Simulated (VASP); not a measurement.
# CsPbBr3 (Pm-3m) in VASP: notebook

CsPbBr3 is run at these levels: r2SCAN; tasks: single point.

All numbers are computed with VASP 6.6.1; they aren't measurements. Logs are shortened: lines on timing, memory, paths and dates and some standing lists are left out, and cuts for length are marked.

## (1) The cell of the first run

It takes space group Pm-3m (No. 221, cubic). The conventional cell has a = 5.943 Å, b = 5.943 Å, c = 5.943 Å, α = 90.00°, β = 90.00°, γ = 90.00°. Within 5.5 Å of Cs (site symmetry m-3m) lie 12 Br at 4.20 Å and 8 Pb at 5.15 Å. Pb (site symmetry m-3m) has 6 Br at 2.97 Å within 3.9 Å. Within 3.9 Å of Br (site symmetry 4/mmm) lie 2 Pb at 2.97 Å.

## (2) Single point, r2SCAN

Contents of POSCAR:

```
CsPbBr3
1.0
    5.9429613195      0.0000000000      0.0000000000
    0.0000000000      5.9429613195      0.0000000000
    0.0000000000      0.0000000000      5.9429613195
Cs Pb Br
1 1 3
Direct
    0.0000000000      0.0000000000      0.0000000000
    0.5000000000      0.5000000000      0.5000000000
    0.5000000000      0.5000000000      0.0000000000
    0.5000000000      0.0000000000      0.5000000000
    0.0000000000      0.5000000000      0.5000000000
```

Contents of INCAR.step1:

```
SYSTEM = CsPbBr3
PREC = Accurate ; ENCUT = 520
ISMEAR = 0 ; SIGMA = 0.01
LREAL = .False. ; LASPH = .True.
NELM = 60 ; NBANDS = 30
GGA = PE ; ALGO = Normal
EDIFF = 1E-4 ; LWAVE = .True.
LCHARG = .False.
```

Contents of INCAR.step2:

```
SYSTEM = CsPbBr3
PREC = Accurate ; ENCUT = 520
EDIFF = 1E-6 ; ISMEAR = 0
SIGMA = 0.01 ; LREAL = .False.
LASPH = .True. ; NELM = 60
ALGO = Normal ; ISIF = 2
LWAVE = .False. ; LCHARG = .True.
METAGGA = R2SCAN ; LMIXTAU = .True.
LELF = .True. ; LVHAR = .True.
NBANDS = 30 ; ISTART = 1
```

Contents of KPOINTS:

```
Automatic mesh
0
Gamma
  4 4 4
  0 0 0
```

Potentials or basis: VASP PAW PBE potentials, release 64 (Cs_sv, Pb_d, Br).

Command:

```
$ cat potpaw_PBE.64/Cs_sv/POTCAR potpaw_PBE.64/Pb_d/POTCAR potpaw_PBE.64/Br/POTCAR > POTCAR
$ cp INCAR.step1 INCAR
$ mpirun -np 1 vasp_std > vasp.out
$ cp INCAR.step2 INCAR
$ mpirun -np 1 vasp_std > vasp.out
```

OUTCAR:

```text
SYSTEM = CsPbBr3
   PREC = Accurate
   ENCUT = 520
   EDIFF = 1E-6
   ISMEAR = 0
   LREAL = .False.
   LASPH = .True.
   NELM = 60
   ISIF = 2
   METAGGA = R2SCAN
   ISTART = 1

 ion  position               nearest neighbor table
   1  0.000  0.000  0.000-
   2  0.500  0.500  0.500-   3 2.97   4 2.97   5 2.97   3 2.97   4 2.97   5 2.97
   3  0.500  0.500  0.000-   2 2.97   2 2.97
   4  0.500  0.000  0.500-   2 2.97   2 2.97
   5  0.000  0.500  0.500-   2 2.97   2 2.97

  LATTYP: Found a simple cubic cell.
 ALAT       =     5.9429613195

  Lattice vectors:

 A1 = (   5.9429613195,   0.0000000000,   0.0000000000)
 A2 = (   0.0000000000,   5.9429613195,   0.0000000000)
 A3 = (   0.0000000000,   0.0000000000,   5.9429613195)

Analysis of symmetry for initial positions (statically):
=====================================================================
 Subroutine PRICEL returns:
 Original cell was already a primitive cell.

 Routine SETGRP: Setting up the symmetry group for a
 simple cubic supercell.

 Subroutine GETGRP returns: Found 48 space group operations
 (whereof 48 operations were pure point group operations)
 out of a pool of 48 trial point group operations.

The static configuration has the point symmetry O_h .

Analysis of symmetry for dynamics (positions and initial velocities):
=====================================================================
 Subroutine PRICEL returns:
 Original cell was already a primitive cell.

 Routine SETGRP: Setting up the symmetry group for a
 simple cubic supercell.

 Subroutine GETGRP returns: Found 48 space group operations
 (whereof 48 operations were pure point group operations)
 out of a pool of 48 trial point group operations.

The dynamic configuration has the point symmetry O_h .

 Subroutine INISYM returns: Found 48 space group operations
 (whereof 48 operations are pure point group operations),
 and found     1 'primitive' translations

----------------------------------------------------------------------------------------

                                     Primitive cell

  volume of cell :     209.8982

  direct lattice vectors                    reciprocal lattice vectors
     5.942961320  0.000000000  0.000000000     0.168266281  0.000000000  0.000000000
     0.000000000  5.942961320  0.000000000     0.000000000  0.168266281  0.000000000
     0.000000000  0.000000000  5.942961320     0.000000000  0.000000000  0.168266281

  length of vectors
     5.942961320  5.942961320  5.942961320     0.168266281  0.168266281  0.168266281

  position of ions in fractional coordinates (direct lattice)
     0.000000000  0.000000000  0.000000000
     0.500000000  0.500000000  0.500000000
     0.500000000  0.500000000  0.000000000
     0.500000000  0.000000000  0.500000000
     0.000000000  0.500000000  0.500000000

  ion indices of the primitive-cell ions
   primitive index   ion index
                 1           1
                 2           2
                 3           3
                 4           4
                 5           5

----------------------------------------------------------------------------------------

 KPOINTS: Automatic mesh

Automatic generation of k-mesh.
 Grid dimensions read from file:
 generate k-points for:    4    4    4

 Generating k-lattice:

  Cartesian coordinates                     Fractional coordinates (reciprocal lattice)
     0.042066570  0.000000000  0.000000000     0.250000000  0.000000000  0.000000000
     0.000000000  0.042066570  0.000000000     0.000000000  0.250000000  0.000000000
     0.000000000  0.000000000  0.042066570     0.000000000  0.000000000  0.250000000

  Length of vectors
     0.042066570  0.042066570  0.042066570

  Shift w.r.t. Gamma in fractional coordinates (k-lattice)
     0.000000000  0.000000000  0.000000000

 Subroutine IBZKPT returns following result:
 ===========================================

 Found     10 irreducible k-points:

 Following reciprocal coordinates:
            Coordinates               Weight
  0.000000  0.000000  0.000000      1.000000
  0.250000  0.000000  0.000000      6.000000
  0.500000  0.000000  0.000000      3.000000
  0.250000  0.250000  0.000000     12.000000
  0.500000  0.250000  0.000000     12.000000
  0.500000  0.500000  0.000000      3.000000
  0.250000  0.250000  0.250000      8.000000
  0.500000  0.250000  0.250000     12.000000
  0.500000  0.500000  0.250000      6.000000
  0.500000  0.500000  0.500000      1.000000
   k-points           NKPTS =     10   k-points in BZ     NKDIM =     10   number of bands    NBANDS=     30
   number of dos      NEDOS =    301   number of ions     NIONS =      5
   total plane-waves  NPLWV = 110592
   dimension x,y,z NGX =    48 NGY =   48 NGZ =   48
   dimension x,y,z NGXF=    96 NGYF=   96 NGZF=   96
   ions per type =               1   1   3
   NGX,Y,Z   is equivalent  to a cutoff of  13.43, 13.43, 13.43 a.u.
   NGXF,Y,Z  is equivalent  to a cutoff of  26.85, 26.85, 26.85 a.u.
 SYSTEM =  CsPbBr3
   PREC   = accura    normal or accurate (medium, high low for compatibility)
   ISTART =      1    job   : 0-new  1-cont  2-samecut
   ICHARG =      0    charge: 1-file 2-atom 10-const
   ISPIN  =      1    spin polarized calculation?
   LNONCOLLINEAR =      F non collinear calculations
   LSORBIT =      F    spin-orbit coupling
   LASPH  =      T    aspherical Exc in radial PAW
   ENCUT  =  520.0 eV  38.22 Ry    6.18 a.u.  11.05 11.05 11.05*2*pi/ulx,y,z
   NELM   =     60;   NELMIN=  2; NELMDL=  0     # of ELM steps
   EDIFF  = 0.1E-05   stopping-criterion for ELM
   LREAL  =      F    real-space projection
   EDIFFG = 0.1E-04   stopping-criterion for IOM
   NSW    =      0    number of steps for IOM
   IBRION =     -1    ionic relax: 0-MD 1-quasi-New 2-CG
   NFREE  =      0    steps in history (QN), initial steepest desc. (CG)
   ISIF   =      2    stress and relaxation
   ISYM   =      2    0-nonsym 1-usesym 2-fastsym
   POTIM  = 0.5000    time-step for ionic-motion
   TEBEG  =    0.0;   TEEND  =   0.0 temperature during run
   PSTRESS=    0.0 pullay stress
   NELECT =      44.0000    total number of electrons
   NUPDOWN=      -1.0000    fix difference up-down
   EMIN   =  10.00;   EMAX   =-10.00  energy-range for DOS
   EFERMI =   0.00;   METHOD = LEGACY
   ISMEAR =     0;   SIGMA  =   0.01  broadening in eV -4-tet -1-fermi 0-gaus
   EFERMI_NEDOS =   21; number of points for ismear=-14 and -15
   IALGO  =     38    algorithm
   IMIX   =      4    mixing-type and parameters
     AMIX     =   0.40;   BMIX     =  1.00
     AMIX_MAG =   1.60;   BMIX_MAG =  1.00
  volume/ion in A,a.u.               =      41.98       283.29
  Fermi-wavevector in a.u.,A,eV,Ry     =   0.972500  1.837758 12.867788  0.945756
  Thomas-Fermi vector in A             =   2.102803
   LORBIT       =      0    0 simple, 1 ext, 2 COOP (PROOUT), +10 PAW based schemes
   METAGGA = R2SCAN    functional components
   LHFCALC =     F    Hartree Fock is set to
   AEXX    =    0.0000 exact exchange contribution
   IVDW    =     0    specifies the selected vdW correction
   LEPSILON=     F    determine dielectric tensor
   LRPA    =     F    only Hartree local field effects (RPA)
 non-spin polarized calculation
 Gauss-broadening in eV      SIGMA  =   0.01
  energy-cutoff  :      520.00
  volume of cell :      209.90
 maximum number of plane-waves:      5695
 NGX is ok and might be reduce to    48
   NGX = 23   NGY = 23   NGZ = 23

 number of electron      43.9999990 magnetization

 Free energy of the ion-electron system (eV)
  ---------------------------------------------------
  ext. energy  EPLUGINS =         0.00000000
  ---------------------------------------------------
  free energy    TOTEN  =      -128.45801609 eV

  energy without entropy =     -128.45801609  energy(sigma->0) =     -128.45801609

 E-fermi :   0.6954     XC(G=0):  -7.8742

 val. band max:        0.6427438807   @ k =   0.5000   0.5000   0.5000
 cond. band min:       2.6993778982   @ k =   0.5000   0.5000   0.5000
 fundamental gap:      2.0566340176
 Fermi energy:         0.6954216601

 k-point     1 :       0.0000    0.0000    0.0000
  band No.  band energies     occupation
      1     -21.3071      2.00000
      2     -16.6915      2.00000
      3     -16.6915      2.00000
      4     -16.5502      2.00000
      5     -16.5502      2.00000
      6     -16.5502      2.00000
[... 22 lines left out ...]
     29       7.0246      0.00000
     30       7.0246      0.00000

 k-point     2 :       0.2500    0.0000    0.0000
  band No.  band energies     occupation
      1     -21.3066      2.00000
      2     -16.6914      2.00000
      3     -16.6633      2.00000
      4     -16.5506      2.00000
      5     -16.5506      2.00000
      6     -16.5502      2.00000
[... 22 lines left out ...]
     29       6.3762      0.00000
     30       7.1123      0.00000

 k-point     3 :       0.5000    0.0000    0.0000
  band No.  band energies     occupation
      1     -21.3062      2.00000
      2     -16.6913      2.00000
      3     -16.6344      2.00000
      4     -16.5510      2.00000
      5     -16.5510      2.00000
      6     -16.5502      2.00000
[... 22 lines left out ...]
     29       6.7367      0.00000
     30       7.6079      0.00000

 k-point     4 :       0.2500    0.2500    0.0000
  band No.  band energies     occupation
      1     -21.3062      2.00000
      2     -16.6776      2.00000
      3     -16.6480      2.00000
      4     -16.5510      2.00000
      5     -16.5506      2.00000
      6     -16.5506      2.00000
[... 154 lines left out ...]
     29       7.0686      0.00000
     30       7.1011      0.00000

 k-point     9 :       0.5000    0.5000    0.2500
  band No.  band energies     occupation
      1     -21.3051      2.00000
      2     -16.6331      2.00000
      3     -16.6010      2.00000
      4     -16.5519      2.00000
      5     -16.5515      2.00000
      6     -16.5515      2.00000
[... 22 lines left out ...]
     29       6.7410      0.00000
     30       7.2373      0.00000

 k-point    10 :       0.5000    0.5000    0.5000
  band No.  band energies     occupation
      1     -21.3047      2.00000
      2     -16.6010      2.00000
      3     -16.6010      2.00000
      4     -16.5519      2.00000
      5     -16.5519      2.00000
      6     -16.5519      2.00000
[... 22 lines left out ...]
     29       6.4861      0.00000
     30       7.7008      0.00000

------------------------ aborting loop because EDIFF is reached ----------------------------------------

  FORCE on cell =-STRESS in cart. coord.  units (eV):
  Direction    XX          YY          ZZ          XY          YZ          ZX
  --------------------------------------------------------------------------------------
  -------------------------------------------------------------------------------------
  Total        0.0238195      0.0238195      0.0238195     -0.0000000      0.0000000     -0.0000000
  in kB        0.1818171      0.1818171      0.1818171     -0.0000000      0.0000000     -0.0000000
  external PRESSURE =       0.1818171 kB  Pullay stress =       0.0000000 kB

 VOLUME and BASIS-vectors are now :
 -----------------------------------------------------------------------------
  energy-cutoff  :      520.00
  volume of cell :      209.90
      direct lattice vectors                 reciprocal lattice vectors
     5.942961320  0.000000000  0.000000000     0.168266281  0.000000000  0.000000000
     0.000000000  5.942961320  0.000000000     0.000000000  0.168266281  0.000000000
     0.000000000  0.000000000  5.942961320     0.000000000  0.000000000  0.168266281

 POSITION                                       TOTAL-FORCE (eV/Angst)
 -----------------------------------------------------------------------------------
      0.00000      0.00000      0.00000         0.000000      0.000000      0.000000
      2.97148      2.97148      2.97148         0.000000      0.000000      0.000000
      2.97148      2.97148      0.00000         0.000000      0.000000      0.000000
      2.97148      0.00000      2.97148         0.000000      0.000000      0.000000
      0.00000      2.97148      2.97148         0.000000      0.000000      0.000000
 -----------------------------------------------------------------------------------
    total drift:                                0.000000     -0.000000     -0.000000

  FREE ENERGIE OF THE ION-ELECTRON SYSTEM (eV)
  ---------------------------------------------------
  free  energy   TOTEN  =      -128.4580160905 eV

  energy  without entropy=     -128.4580160905  energy(sigma->0) =     -128.45801609
```

Run time: 9.7 min. Hardware: 1 thread of Intel Xeon 8259CL, shared host; peak memory 0.4 GiB.

Results:

```
Free energy            : -128.4580 eV
Pressure               : 0.0 GPa
Band gap on the k mesh : 2.06 eV
```

Caveat: the PAW data sets were made with another functional, which shifts forces and pressure a little; spin-orbit coupling is left out, which moves the levels of the heavy elements. A k mesh can miss the band edges.

## (3) Single point, r2SCAN (strain +3.0%)

Changes to POSCAR since step 2:

```diff
@@ -2,5 +2,5 @@
 1.0
-    5.9429613195      0.0000000000      0.0000000000
-    0.0000000000      5.9429613195      0.0000000000
-    0.0000000000      0.0000000000      5.9429613195
+    6.1212501591      0.0000000000      0.0000000000
+    0.0000000000      6.1212501591      0.0000000000
+    0.0000000000      0.0000000000      6.1212501591
 Cs Pb Br
```

Contents of INCAR.step1:

```
  ALGO = Normal
  EDIFF = 1E-4
  ENCUT = 520
  GGA = PE
  ISMEAR = 0
  LASPH = T
  LCHARG = F
  LREAL = F
  LWAVE = T
  NBANDS = 30
  NELM = 60
  PREC = Accurate
  SIGMA = 0.01
```

Contents of INCAR.step2:

```
  ALGO = Normal
  EDIFF = 1E-7
  ENCUT = 520
  ISIF = 2
  ISMEAR = 0
  ISTART = 1
  LASPH = T
  LCHARG = T
  LELF = T
  LMIXTAU = T
  LREAL = F
  LVHAR = T
  LWAVE = F
  METAGGA = R2SCAN
  NBANDS = 30
  NELM = 60
  PREC = Accurate
  SIGMA = 0.01
```

Contents of KPOINTS:

```
k-points
0
Gamma
  4 4 4
```

Potentials or basis: VASP PAW PBE potentials, release 64 (Cs_sv, Pb_d, Br).

Command:

```
$ cat potpaw_PBE.64/Cs_sv/POTCAR potpaw_PBE.64/Pb_d/POTCAR potpaw_PBE.64/Br/POTCAR > POTCAR
$ cp INCAR.step1 INCAR
$ mpirun -np 1 vasp_std > vasp.out
$ cp INCAR.step2 INCAR
$ mpirun -np 1 vasp_std > vasp.out
```

OUTCAR:

```text
EDIFF = 1E-7
   ENCUT = 520
   ISIF = 2
   ISMEAR = 0
   ISTART = 1
   LASPH = T
   LREAL = F
   METAGGA = R2SCAN
   NELM = 60
   PREC = Accurate

 ion  position               nearest neighbor table
   1  0.000  0.000  0.000-
   2  0.500  0.500  0.500-   3 3.06   4 3.06   5 3.06   3 3.06   4 3.06   5 3.06
   3  0.500  0.500  0.000-   2 3.06   2 3.06
   4  0.500  0.000  0.500-   2 3.06   2 3.06
[... 517 lines left out ...]
  Direction    XX          YY          ZZ          XY          YZ          ZX
  --------------------------------------------------------------------------------------
  -------------------------------------------------------------------------------------
  Total       -2.1714088     -2.1714088     -2.1714088     -0.0000000     -0.0000000      0.0000000
  in kB      -15.1681214    -15.1681214    -15.1681214     -0.0000000     -0.0000000      0.0000000
  external PRESSURE =     -15.1681214 kB  Pullay stress =       0.0000000 kB

 VOLUME and BASIS-vectors are now :
 -----------------------------------------------------------------------------
  energy-cutoff  :      520.00
  volume of cell :      229.36
      direct lattice vectors                 reciprocal lattice vectors
     6.121250159  0.000000000  0.000000000     0.163365321  0.000000000  0.000000000
     0.000000000  6.121250159  0.000000000     0.000000000  0.163365321  0.000000000
     0.000000000  0.000000000  6.121250159     0.000000000  0.000000000  0.163365321

 POSITION                                       TOTAL-FORCE (eV/Angst)
 -----------------------------------------------------------------------------------
      0.00000      0.00000      0.00000         0.000000      0.000000      0.000000
      3.06063      3.06063      3.06063         0.000000      0.000000      0.000000
      3.06063      3.06063      0.00000         0.000000      0.000000      0.000000
      3.06063      0.00000      3.06063         0.000000      0.000000      0.000000
      0.00000      3.06063      3.06063         0.000000      0.000000      0.000000
 -----------------------------------------------------------------------------------
    total drift:                                0.000000     -0.000000     -0.000000

  FREE ENERGIE OF THE ION-ELECTRON SYSTEM (eV)
  ---------------------------------------------------
  free  energy   TOTEN  =      -128.3610292768 eV

  energy  without entropy=     -128.3610292768  energy(sigma->0) =     -128.36102928
```

OUTCAR.step1:

```text
EDIFF = 1E-4
   ENCUT = 520
   GGA = PE
   ISMEAR = 0
[... 546 lines left out ...]
      3.06063      3.06063      3.06063         0.000000      0.000000      0.000000
      3.06063      3.06063      0.00000         0.000000      0.000000      0.000000
      3.06063      0.00000      3.06063         0.000000      0.000000      0.000000
      0.00000      3.06063      3.06063         0.000000      0.000000      0.000000
 -----------------------------------------------------------------------------------
    total drift:                                0.000000     -0.000000     -0.000000

  FREE ENERGIE OF THE ION-ELECTRON SYSTEM (eV)
  ---------------------------------------------------
  free  energy   TOTEN  =       -15.8380500474 eV

  energy  without entropy=      -15.8380500474  energy(sigma->0) =      -15.83805005
```

OSZICAR.step1:

```text
N       E                     dE             d eps       ncg     rms          rms(c)
DAV:   1     0.385834443697E+03    0.38583E+03   -0.18279E+04   600   0.127E+03
DAV:   2     0.310171914467E+02   -0.35482E+03   -0.34130E+03   736   0.293E+02
DAV:   3    -0.146466142434E+02   -0.45664E+02   -0.45114E+02   722   0.112E+02
DAV:   4    -0.165728583370E+02   -0.19262E+01   -0.19204E+01   768   0.309E+01
DAV:   5    -0.166308072006E+02   -0.57949E-01   -0.57932E-01   736   0.437E+00    0.373E+00
DAV:   6    -0.158983871228E+02    0.73242E+00   -0.10805E+00   902   0.925E+00    0.206E+00
DAV:   7    -0.158271235271E+02    0.71264E-01   -0.52704E-01   878   0.352E+00    0.102E+00
DAV:   8    -0.158388502629E+02   -0.11727E-01   -0.67993E-02   714   0.194E+00    0.204E-01
DAV:   9    -0.158375364556E+02    0.13138E-02   -0.97023E-03   894   0.687E-01    0.112E-01
DAV:  10    -0.158379532733E+02   -0.41682E-03   -0.12443E-03   702   0.165E-01    0.493E-02
DAV:  11    -0.158380500474E+02   -0.96774E-04   -0.22404E-04   596   0.106E-01
   1 F= -.15838050E+02 E0= -.15838050E+02  d E =-.253715E-38
```

Run time: 12 min. Hardware: 1 thread of Intel Xeon 8259CL, shared host; peak memory 0.4 GiB.

What came out:

```
Free energy            : -128.3610 eV
Pressure               : -1.5 GPa
Band gap on the k mesh : 2.36 eV
```

Caveat: the cell differs from its parent crystal (strain +3.0%); the PAW data sets were made with another functional, which shifts forces and pressure a little; spin-orbit coupling is left out, which moves the levels of the heavy elements. A k mesh can miss the band edges.
